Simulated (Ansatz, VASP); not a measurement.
**AlNi3 in VASP and in Ansatz**

```
Al Ni
1.0
    -0.06882    2.82284    2.82284
     2.82284   -0.06882    2.82284
     2.82284    2.82284   -0.06882
Al Ni
1 3
Cartesian
  2.7884 2.7884 2.7884
  1.3942 1.3942 1.3942
  0.0000 0.0000 0.0000
  4.1826 4.1826 4.1826
```

Alike in both runs: task single point; functional PBEsol; k mesh 14 × 14 × 14; occupations gaussian, width 0.15 eV; no spin polarisation.

|  | VASP | Ansatz |
| --- | --- | --- |
| version | VASP 6.6.1 | Ansatz 0.2.0 |
| potentials or method | VASP PAW PBE potentials, release 64 (Al, Ni), cutoff 520 eV | scalar-relativistic, plane waves, PAW |
| valence electrons in the cell | 33 | 57 |

|  | VASP | Ansatz | Ansatz less VASP |
| --- | --- | --- | --- |
| gap on the k mesh at the Fermi level (eV) | none | none | - |
| pressure (GPa) | -10.3 | -10.5 | -0.14 |
| traceless stress, the component that is largest in VASP (GPa) | 3.21 | 3.24 | +0.026 |
| rms of the force components (eV/Å) | 0.016 | 0.017 | +0.0014 |

VASP's potentials were made for PBE, not for PBEsol, and Ansatz warns of the same on its side. Atom by atom the forces differ by 0.001 eV/Å (rms over components). A gap of «none» marks a metal or a gap that the smearing closes. VASP's potentials hold 33 valence electrons a cell and Ansatz's 57, so a difference there can come from the potentials and not from the codes.
